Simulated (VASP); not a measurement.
# SnO2 (P4_2/mnm) in VASP: notebook

Runs on SnO2. Level: r2SCAN. Tasks: single point.

Everything below comes from runs of VASP 6.6.1. Logs are shortened: lines on timing, memory, paths and dates and some standing lists are left out, and cuts for length are marked.

## 1. The cell of the first run

The structure is tetragonal, space group P4_2/mnm (No. 136). Conventional cell: a = 4.616 Å, b = 4.616 Å, c = 3.276 Å, α = 90.00°, β = 90.00°, γ = 90.00°. Within 2.7 Å of Sn (site symmetry mmm) lie 6 O at 2.00 to 2.07 Å. O (site symmetry m2m) has 3 Sn at 2.00 to 2.07 Å and 1 O at 2.52 Å within 2.7 Å.

## 2. Single point, r2SCAN

POSCAR reads:

```
SnO2
1.0
    4.6164245483      0.0000000000      0.0000000000
    0.0000000000      4.6164245483      0.0000000000
    0.0000000000      0.0000000000      3.2762244644
Sn O
2 4
Direct
    0.5000000000      0.5000000000      0.5000000000
    0.0000000000      0.0000000000      0.0000000000
    0.1932705957      0.8067294043      0.5000000000
    0.8067294043      0.1932705957      0.5000000000
    0.3067294043      0.3067294043      0.0000000000
    0.6932705957      0.6932705957      0.0000000000
```

INCAR.step1 reads:

```
SYSTEM = SnO2
ALGO     = Normal         ! electronic algorithm
EDIFF    = 1E-4           ! SCF threshold, eV
ENCUT    = 520            ! plane-wave cutoff, eV
GGA      = PE             ! functional
ISMEAR   = 0              ! smearing method
LASPH    = .True.         ! aspherical terms in the spheres
LCHARG   = .False.        ! write CHGCAR
LREAL    = .False.        ! projectors in reciprocal space
LWAVE    = .True.         ! write WAVECAR
NBANDS   = 35             ! bands
NELM     = 100            ! most SCF steps
PREC     = Accurate       ! precision mode
SIGMA    = 0.02           ! smearing width, eV
```

INCAR.step2 reads:

```
SYSTEM = SnO2
ALGO     = Normal         ! electronic algorithm
EDIFF    = 1E-6           ! SCF threshold, eV
ENCUT    = 520            ! plane-wave cutoff, eV
ISIF     = 2              ! what is computed and relaxed
ISMEAR   = 0              ! smearing method
ISTART   = 1            
LASPH    = .True.         ! aspherical terms in the spheres
LCHARG   = .False.        ! write CHGCAR
LMIXTAU  = .True.       
LREAL    = .False.        ! projectors in reciprocal space
LWAVE    = .False.        ! write WAVECAR
METAGGA  = R2SCAN         ! meta-GGA
NBANDS   = 35             ! bands
NELM     = 100            ! most SCF steps
PREC     = Accurate       ! precision mode
SIGMA    = 0.02           ! smearing width, eV
```

KPOINTS reads:

```
k-points
0
Gamma
  6 6 8
  0 0 0
```

Potentials or basis: VASP PAW PBE potentials, release 64 (Sn_d, O).

Command:

```sh
> cat potpaw_PBE.64/Sn_d/POTCAR potpaw_PBE.64/O/POTCAR > POTCAR
> cp INCAR.step1 INCAR
> mpirun -np 1 vasp_std > vasp.out
> cp INCAR.step2 INCAR
> mpirun -np 1 vasp_std > vasp.out
```

OUTCAR:

```text
SYSTEM = SnO2
   EDIFF = 1E-6
   ENCUT = 520
   ISIF = 2
   ISMEAR = 0
   ISTART = 1
   LASPH = .True.
   LREAL = .False.
   METAGGA = R2SCAN
   NELM = 100
   PREC = Accurate

 ion  position               nearest neighbor table
   1  0.500  0.500  0.500-   3 2.00   4 2.00   5 2.07   6 2.07   5 2.07   6 2.07   2 3.65   2 3.65
                             2 3.65   2 3.65   2 3.65   2 3.65   2 3.65   2 3.65
   2  0.000  0.000  0.000-   5 2.00   6 2.00   3 2.07   4 2.07   3 2.07   4 2.07   1 3.65   1 3.65
                             1 3.65   1 3.65   1 3.65   1 3.65   1 3.65   1 3.65
   3  0.193  0.807  0.500-   1 2.00   2 2.07   2 2.07
   4  0.807  0.193  0.500-   1 2.00   2 2.07   2 2.07
   5  0.307  0.307  0.000-   2 2.00   1 2.07   1 2.07
   6  0.693  0.693  0.000-   2 2.00   1 2.07   1 2.07

  LATTYP: Found a simple tetragonal cell.
 ALAT       =     4.6164245483
 C/A-ratio  =     0.7096887277

  Lattice vectors:

 A1 = (   4.6164245483,   0.0000000000,   0.0000000000)
 A2 = (   0.0000000000,   4.6164245483,   0.0000000000)
 A3 = (   0.0000000000,   0.0000000000,   3.2762244644)

Analysis of symmetry for initial positions (statically):
=====================================================================
 Subroutine PRICEL returns:
 Original cell was already a primitive cell.

 Routine SETGRP: Setting up the symmetry group for a
 simple tetragonal supercell.

 Subroutine GETGRP returns: Found 16 space group operations
 (whereof  8 operations were pure point group operations)
 out of a pool of 16 trial point group operations.

The static configuration has the point symmetry D_2h.
 The point group associated with its full space group is D_4h.

Analysis of symmetry for dynamics (positions and initial velocities):
=====================================================================
 Subroutine PRICEL returns:
 Original cell was already a primitive cell.

 Routine SETGRP: Setting up the symmetry group for a
 simple tetragonal supercell.

 Subroutine GETGRP returns: Found 16 space group operations
 (whereof  8 operations were pure point group operations)
 out of a pool of 16 trial point group operations.

The dynamic configuration has the point symmetry D_2h.
 The point group associated with its full space group is D_4h.

 Subroutine INISYM returns: Found 16 space group operations
 (whereof  8 operations are pure point group operations),
 and found     1 'primitive' translations

----------------------------------------------------------------------------------------

                                     Primitive cell

  volume of cell :      69.8209

  direct lattice vectors                    reciprocal lattice vectors
     4.616424548  0.000000000  0.000000000     0.216617859  0.000000000  0.000000000
     0.000000000  4.616424548  0.000000000     0.000000000  0.216617859  0.000000000
     0.000000000  0.000000000  3.276224464     0.000000000  0.000000000  0.305229392

  length of vectors
     4.616424548  4.616424548  3.276224464     0.216617859  0.216617859  0.305229392

  position of ions in fractional coordinates (direct lattice)
     0.500000000  0.500000000  0.500000000
     0.000000000  0.000000000  0.000000000
     0.193270596  0.806729404  0.500000000
     0.806729404  0.193270596  0.500000000
     0.306729404  0.306729404  0.000000000
     0.693270596  0.693270596  0.000000000

  ion indices of the primitive-cell ions
   primitive index   ion index
                 1           1
                 2           2
                 3           3
                 4           4
                 5           5
                 6           6

----------------------------------------------------------------------------------------

 KPOINTS: k-points

Automatic generation of k-mesh.
 Grid dimensions read from file:
 generate k-points for:    6    6    8

 Generating k-lattice:

  Cartesian coordinates                     Fractional coordinates (reciprocal lattice)
     0.036102976  0.000000000  0.000000000     0.166666667  0.000000000  0.000000000
[... 55 lines left out ...]
      5     -14.4098      2.00000
      6     -14.3876      2.00000
[... 27 lines left out ...]
     34      19.9720      0.00000
     35      19.9721      0.00000

 k-point     2 :       0.1667    0.0000    0.0000
  band No.  band energies     occupation
      1     -15.7132      2.00000
      2     -14.7225      2.00000
      3     -14.5769      2.00000
      4     -14.4076      2.00000
      5     -14.4074      2.00000
      6     -14.3938      2.00000
[... 27 lines left out ...]
     34      19.8096      0.00000
     35      19.9296      0.00000

 k-point     3 :       0.3333    0.0000    0.0000
  band No.  band energies     occupation
      1     -15.5540      2.00000
      2     -14.9869      2.00000
      3     -14.5298      2.00000
      4     -14.4150      2.00000
      5     -14.4028      2.00000
      6     -14.4026      2.00000
[... 27 lines left out ...]
     34      19.7174      0.00000
     35      19.7786      0.00000

 k-point     4 :       0.5000    0.0000    0.0000
  band No.  band energies     occupation
      1     -15.3008      2.00000
      2     -15.3008      2.00000
      3     -14.4587      2.00000
      4     -14.4587      2.00000
      5     -14.4002      2.00000
      6     -14.4002      2.00000
[... 27 lines left out ...]
     34      19.5759      0.00000
     35      19.6934      0.00000

 k-point     5 :       0.1667    0.1667    0.0000
  band No.  band energies     occupation
      1     -15.6745      2.00000
      2     -14.8232      2.00000
      3     -14.5665      2.00000
      4     -14.4107      2.00000
      5     -14.4023      2.00000
      6     -14.3864      2.00000
[... 638 lines left out ...]
 k-point    22 :       0.1667    0.0000    0.2500
  band No.  band energies     occupation
      1     -15.4968      2.00000
      2     -15.0695      2.00000
      3     -14.8870      2.00000
      4     -14.4977      2.00000
      5     -14.3418      2.00000
      6     -14.2896      2.00000
[... 27 lines left out ...]
     34      19.4311      0.00000
     35      19.6767      0.00000

 k-point    23 :       0.3333    0.0000    0.2500
  band No.  band energies     occupation
      1     -15.4589      2.00000
      2     -15.2470      2.00000
      3     -14.7661      2.00000
      4     -14.4616      2.00000
      5     -14.3228      2.00000
      6     -14.2869      2.00000
[... 27 lines left out ...]
     34      19.3847      0.00000
     35      19.6152      0.00000

 k-point    24 :       0.5000    0.0000    0.2500
  band No.  band energies     occupation
      1     -15.3784      2.00000
      2     -15.3784      2.00000
      3     -14.6047      2.00000
      4     -14.6047      2.00000
      5     -14.2901      2.00000
      6     -14.2901      2.00000
[... 27 lines left out ...]
     34      19.5532      0.00000
     35      19.8692      0.00000

 [... further k-points ...]
[... 5 lines left out ...]
  --------------------------------------------------------------------------------------
  -------------------------------------------------------------------------------------
  Total        5.1503339      5.1503339      0.6150251     -0.0000000      0.0000000      0.0000000
  in kB      118.1845848    118.1845848     14.1129651     -0.0000000      0.0000000      0.0000000
  external PRESSURE =      83.4940449 kB  Pullay stress =       0.0000000 kB

 VOLUME and BASIS-vectors are now :
 -----------------------------------------------------------------------------
  energy-cutoff  :      520.00
  volume of cell :       69.82
      direct lattice vectors                 reciprocal lattice vectors
     4.616424548  0.000000000  0.000000000     0.216617859  0.000000000  0.000000000
     0.000000000  4.616424548  0.000000000     0.000000000  0.216617859  0.000000000
     0.000000000  0.000000000  3.276224464     0.000000000  0.000000000  0.305229392

 POSITION                                       TOTAL-FORCE (eV/Angst)
 -----------------------------------------------------------------------------------
      2.30821      2.30821      1.63811         0.000000     -0.000000      0.000000
      0.00000      0.00000      0.00000         0.000000     -0.000000      0.000000
      0.89222      3.72421      1.63811        -0.002720      0.002720      0.000000
      3.72421      0.89222      1.63811         0.002720     -0.002720     -0.000000
      1.41599      1.41599      0.00000         0.002720      0.002720      0.000000
      3.20043      3.20043      0.00000        -0.002720     -0.002720     -0.000000
 -----------------------------------------------------------------------------------
    total drift:                                0.000000      0.000000      0.000000

  FREE ENERGIE OF THE ION-ELECTRON SYSTEM (eV)
  ---------------------------------------------------
  free  energy   TOTEN  =       -84.4699597990 eV

  energy  without entropy=      -84.4699597990  energy(sigma->0) =      -84.46995980
```

Run time: 7.4 min. Hardware: 1 thread of Intel Xeon 8259CL, shared host; peak memory 0.24 GiB.

What came out:

```
Free energy            : -84.4700 eV
Pressure               : 8.3 GPa
Largest force          : 0.004 eV/Å
Band gap on the k mesh : 2.12 eV, direct
```

Forces in eV/Å, atoms in the order of the input:
```
Sn   0.000  0.000  0.000
Sn   0.000  0.000  0.000
O   -0.003  0.003  0.000
O    0.003 -0.003  0.000
O    0.003  0.003  0.000
O   -0.003 -0.003  0.000
```

Stress tensor (GPa, compression positive):
```
11.82  0.00  0.00
 0.00 11.82  0.00
 0.00  0.00  1.41
```

Levels at points of the mesh, in eV from the valence-band top:
```tsv
k point	band 24	band 25	band 26	band 27	band 28	band 29
(0.00, 0.00, 0.00)	-0.73	-0.73	0.00	2.12	6.63	6.90
(0.50, 0.00, 0.00)	-1.24	-0.59	-0.59	5.37	5.37	7.65
(0.50, 0.50, 0.00)	-1.40	-0.82	-0.82	5.69	5.69	8.28
(0.00, 0.00, 0.50)	-1.77	-1.29	-1.29	7.28	7.28	10.94
(0.50, 0.00, 0.50)	-1.10	-0.50	-0.50	7.66	7.66	9.44
(0.50, 0.50, 0.50)	-0.92	-0.78	-0.78	6.03	6.03	9.86
```

Caveat: the PAW data sets were made with another functional, which shifts forces and pressure a little; spin-orbit coupling is left out, which moves the levels of the heavy elements.

## 3. Single point, r2SCAN (biaxial strain in the a-b plane: -1.5 %)

POSCAR reads:

```
SnO2
1.0
    4.6878125568      0.0000000000      0.0000000000
    0.0000000000      4.6878125568      0.0000000000
    0.0000000000      0.0000000000      3.2300813934
Sn O
2 4
Direct
    0.5000000000      0.5000000000      0.5000000000
    0.0000000000      0.0000000000      0.0000000000
    0.1940616415      0.8059383585      0.5000000000
    0.8059383585      0.1940616415      0.5000000000
    0.3059383585      0.3059383585      0.0000000000
    0.6940616415      0.6940616415      0.0000000000
```

INCAR.step1 reads:

```
SYSTEM = SnO2
ALGO = Normal
EDIFF = 1E-4
ENCUT = 520
GGA = PE
ISMEAR = 0
LASPH = .TRUE.
LCHARG = .FALSE.
LREAL = .FALSE.
LWAVE = .TRUE.
NBANDS = 35
NELM = 80
PREC = Accurate
SIGMA = 0.02
```

INCAR.step2 reads:

```
SYSTEM = SnO2
ALGO = Normal
EDIFF = 1E-7
ENCUT = 520
ISIF = 2
ISMEAR = 0
ISTART = 1
LASPH = .TRUE.
LCHARG = .FALSE.
LMIXTAU = .TRUE.
LREAL = .FALSE.
LWAVE = .FALSE.
METAGGA = R2SCAN
NBANDS = 35
NELM = 80
PREC = Accurate
SIGMA = 0.02
```

KPOINTS reads:

```
k-points
0
G
  6 6 8
  0 0 0
```

Potentials or basis: VASP PAW PBE potentials, release 64 (Sn_d, O).

Command:

```sh
> cat potpaw_PBE.64/Sn_d/POTCAR potpaw_PBE.64/O/POTCAR > POTCAR
> cp INCAR.step1 INCAR
> mpirun -np 1 vasp_std > vasp.out
> cp INCAR.step2 INCAR
> mpirun -np 1 vasp_std > vasp.out
```

It took 7.3 min on 1 thread of Intel Xeon 8259CL, shared host; peak memory 0.24 GiB.

It converged, with:

```
Free energy            : -84.5840 eV
Pressure               : 5.1 GPa
Largest force          : 0.009 eV/Å
Band gap on the k mesh : 1.98 eV, direct
```

Forces in eV/Å, atoms in the order of the input:
```
Sn   0.000  0.000  0.000
Sn   0.000  0.000  0.000
O   -0.006  0.006  0.000
O    0.006 -0.006  0.000
O    0.006  0.006  0.000
O   -0.006 -0.006  0.000
```

Stress tensor (GPa, compression positive):
```
6.52 0.00 0.00
0.00 6.52 0.00
0.00 0.00 2.26
```

Levels at points of the mesh, in eV from the valence-band top:
```
           k point  band 24  band 25  band 26  band 27  band 28  band 29
(0.00, 0.00, 0.00)    -0.76    -0.76     0.00     1.98     6.78     7.00
(0.50, 0.00, 0.00)    -1.21    -0.61    -0.61     5.22     5.22     7.76
(0.50, 0.50, 0.00)    -1.35    -0.89    -0.89     5.61     5.61     8.27
(0.00, 0.00, 0.50)    -1.73    -1.28    -1.28     7.11     7.11    10.75
(0.50, 0.00, 0.50)    -1.12    -0.61    -0.61     7.43     7.43     9.17
(0.50, 0.50, 0.50)    -0.95    -0.83    -0.83     5.78     5.78     9.78
```

Caveat: the cell differs from its parent crystal (biaxial strain in the a-b plane: -1.5 %); the PAW data sets were made with another functional, which shifts forces and pressure a little; spin-orbit coupling is left out, which moves the levels of the heavy elements.

## 4. Single point, r2SCAN (biaxial strain in the a-b plane: -1.5 %, then relaxed in part)

POSCAR reads:

```
SnO2
1.0
    4.6878125568      0.0000000000      0.0000000000
    0.0000000000      4.6878125568      0.0000000000
    0.0000000000      0.0000000000      3.2365229579
Sn O
2 4
Direct
    0.5000000000      0.5000000000      0.5000000000
    0.0000000000      0.0000000000      0.0000000000
    0.1938535094      0.8061464906      0.5000000000
    0.8061464906      0.1938535094      0.5000000000
    0.3061464906      0.3061464906      0.0000000000
    0.6938535094      0.6938535094      0.0000000000
```

INCAR.step1 reads:

```
PREC = Accurate
ENCUT = 520
ISMEAR = 0
SIGMA = 0.02
LREAL = F
LASPH = T
NELM = 60
NBANDS = 35
GGA = PE
ALGO = Normal
EDIFF = 1E-4
LWAVE = T
LCHARG = F
```

INCAR.step2 reads:

```
PREC = Accurate
ENCUT = 520
EDIFF = 1E-7
ISMEAR = 0
SIGMA = 0.02
LREAL = F
LASPH = T
NELM = 60
ALGO = Normal
ISIF = 2
LWAVE = F
LCHARG = F
METAGGA = R2SCAN
LMIXTAU = T
NBANDS = 35
ISTART = 1
```

KPOINTS reads:

```
Automatic mesh
0
Gamma
  6 6 8
```

Command:

```sh
> cat potpaw_PBE.64/Sn_d/POTCAR potpaw_PBE.64/O/POTCAR > POTCAR
> cp INCAR.step1 INCAR
> mpirun -np 1 vasp_std > vasp.out
> cp INCAR.step2 INCAR
> mpirun -np 1 vasp_std > vasp.out
```

It took 6.7 min on 1 thread of Intel Xeon 8259CL, shared host; peak memory 0.24 GiB.

Results (log left out):

```
Free energy            : -84.5860 eV
Pressure               : 4.6 GPa
Largest force          : 0.012 eV/Å
Band gap on the k mesh : 1.96 eV, direct
```

Forces on the atoms (eV/Å):
```
Sn   0.000  0.000  0.000
Sn   0.000  0.000  0.000
O    0.009 -0.009  0.000
O   -0.009  0.009  0.000
O   -0.009 -0.009  0.000
O    0.009  0.009  0.000
```

Stress tensor (GPa, compression positive):
```
6.17 0.00 0.00
0.00 6.17 0.00
0.00 0.00 1.42
```

Levels at points of the mesh, in eV from the valence-band top:
| k point | band 22 | band 23 | band 24 | band 25 | band 26 | band 27 | band 28 | band 29 | band 30 | band 31 |
| --- | --- | --- | --- | --- | --- | --- | --- | --- | --- | --- |
| (0.00, 0.00, 0.00) | -1.26 | -1.26 | -0.76 | -0.76 | 0.00 | 1.96 | 6.74 | 6.98 | 6.98 | 11.31 |
| (0.50, 0.00, 0.00) | -1.97 | -1.21 | -1.21 | -0.61 | -0.61 | 5.19 | 5.19 | 7.73 | 7.73 | 12.27 |
| (0.50, 0.50, 0.00) | -2.01 | -1.35 | -1.35 | -0.88 | -0.88 | 5.58 | 5.58 | 8.25 | 8.25 | 12.25 |
| (0.00, 0.00, 0.50) | -2.58 | -1.72 | -1.72 | -1.28 | -1.28 | 7.08 | 7.08 | 10.74 | 10.74 | 11.40 |
| (0.50, 0.00, 0.50) | -1.75 | -1.11 | -1.11 | -0.60 | -0.60 | 7.40 | 7.40 | 9.16 | 9.16 | 11.87 |
| (0.50, 0.50, 0.50) | -2.23 | -0.94 | -0.94 | -0.83 | -0.83 | 5.77 | 5.77 | 9.76 | 9.76 | 11.86 |

Caveat: the cell differs from its parent crystal (biaxial strain in the a-b plane: -1.5 %, then relaxed in part); the PAW data sets were made with another functional, which shifts forces and pressure a little; spin-orbit coupling is left out, which moves the levels of the heavy elements.

## 5. Single point, r2SCAN

This run uses another cell than the first one, of 11.85 Å³/atom, 1.019 times its volume.

POSCAR is that of step 4.

INCAR.step1 reads:

```
SYSTEM = SnO2
PREC = Accurate
ENCUT = 520
ISMEAR = 0
SIGMA = 0.02
LREAL = .False.
LASPH = .True.
NELM = 60
NBANDS = 35
GGA = PE
ALGO = Normal
EDIFF = 1E-4
LWAVE = .True.
LCHARG = .False.
```

INCAR.step2 reads:

```
SYSTEM = SnO2
PREC = Accurate
ENCUT = 520
EDIFF = 1E-6
ISMEAR = 0
SIGMA = 0.02
LREAL = .False.
LASPH = .True.
NELM = 60
ALGO = Normal
ISIF = 2
LWAVE = .False.
LCHARG = .False.
METAGGA = R2SCAN
LMIXTAU = .True.
NBANDS = 35
ISTART = 1
```

KPOINTS reads:

```
Automatic mesh
0
Gamma
  6 6 8
  0 0 0
```

Command:

```sh
> cat potpaw_PBE.64/Sn_d/POTCAR potpaw_PBE.64/O/POTCAR > POTCAR
> cp INCAR.step1 INCAR
> mpirun -np 1 vasp_std > vasp.out
> cp INCAR.step2 INCAR
> mpirun -np 1 vasp_std > vasp.out
```

Run time: 5.6 min. Hardware: 1 thread of Intel Xeon 8259CL, shared host; peak memory 0.24 GiB.

The run converged. Its results:

```
Free energy            : -84.5860 eV
Pressure               : 4.6 GPa
Largest force          : 0.013 eV/Å
Band gap on the k mesh : 1.96 eV, direct
```

Forces on the atoms (eV/Å):
```
Sn   0.000  0.000  0.000
Sn   0.000  0.000  0.000
O    0.009 -0.009  0.000
O   -0.009  0.009  0.000
O   -0.009 -0.009  0.000
O    0.009  0.009  0.000
```

Stress tensor (GPa, compression positive):
```
6.17 0.00 0.00
0.00 6.17 0.00
0.00 0.00 1.42
```

Levels at points of the mesh, in eV from the valence-band top:
```tsv
k point	band 23	band 24	band 25	band 26	band 27	band 28	band 29	band 30
(0.00, 0.00, 0.00)	-1.26	-0.76	-0.76	0.00	1.96	6.74	6.98	6.98
(0.50, 0.00, 0.00)	-1.21	-1.21	-0.61	-0.61	5.19	5.19	7.73	7.73
(0.50, 0.50, 0.00)	-1.35	-1.35	-0.88	-0.88	5.58	5.58	8.25	8.25
(0.00, 0.00, 0.50)	-1.72	-1.72	-1.28	-1.28	7.08	7.08	10.74	10.74
(0.50, 0.00, 0.50)	-1.11	-1.11	-0.60	-0.60	7.40	7.40	9.16	9.16
(0.50, 0.50, 0.50)	-0.94	-0.94	-0.83	-0.83	5.77	5.77	9.76	9.76
```

Caveat: the PAW data sets were made with another functional, which shifts forces and pressure a little; spin-orbit coupling is left out, which moves the levels of the heavy elements. r2SCAN opens gaps a little over a GGA but as a rule still falls short of measured ones.

## 6. The runs side by side

| cell | gap on the mesh (eV) | pressure (GPa) | largest force (eV/Å) |
| --- | --- | --- | --- |
| a = 4.616, b = 4.616, c = 3.276 Å, 6 atoms | 2.12 | 8.3 | - |
| a = 4.688, b = 4.688, c = 3.230 Å, 6 atoms | 1.98 | 5.1 | 0.01 |
| a = 4.688, b = 4.688, c = 3.237 Å, 6 atoms | 1.96 | 4.6 | 0.01 |

Alike in all rows: task single point; level r2SCAN; potentials or basis VASP PAW PBE potentials, release 64 (Sn_d, O); no spin polarisation; k mesh 6 × 6 × 8; cutoff (eV) 520; smearing gaussian 0.02 eV.

Caveats: the PAW data sets were made with another functional, which shifts forces and pressure a little; spin-orbit coupling is left out, which moves the levels of the heavy elements.

Absolute energies hang on the potentials; compare differences alone.
